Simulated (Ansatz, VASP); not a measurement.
# Two plane-wave programs on Be3CdO4

```
Be Cd O
1.0
    -2.88796    2.88796    2.88796
     2.88796   -2.88796    2.88796
     2.88796    2.88796   -2.88796
Be Cd O
3 1 4
Direct
  0.00000 0.50000 0.50000
  0.50000 0.00000 0.50000
  0.50000 0.50000 0.00000
  0.00000 0.00000 0.00000
  0.50000 0.50000 0.50000
  0.00000 0.00000 0.50000
  0.00000 0.50000 0.00000
  0.50000 0.00000 0.00000
```

Alike in both runs: task relaxation of cell and atoms; functional PBE; k mesh 3 × 3 × 3; occupations gaussian, width 0.15 eV; no spin polarisation.

|  | VASP | Ansatz |
| --- | --- | --- |
| version | VASP 6.6.1 | Ansatz 0.2.0 |
| potentials or method | VASP PAW PBE potentials, release 64 (Be, Cd, O), cutoff 600 eV | scalar-relativistic, plane waves, PAW |
| valence electrons in the cell | 42 | 50 |

|  | VASP | Ansatz | Ansatz less VASP |
| --- | --- | --- | --- |
| gap on the k mesh at the Fermi level, each at its own relaxed structure (eV) | 0.30 | 0.34 | +0.040 |
| relaxed volume (Å³/atom) | 8.74 | 8.69 | -0.048 |
| relaxed cell length with the largest relative difference (Å) | 4.494 | 4.486 | -0.0082 |

VASP's potentials hold 42 valence electrons a cell and Ansatz's 50, so a difference there can come from the potentials and not from the codes.

The k mesh is coarse, so the values compare programs but aren't converged. Noted on VASP's run: the volume moved by over 15 % at a fixed basis, so the end points are rough.
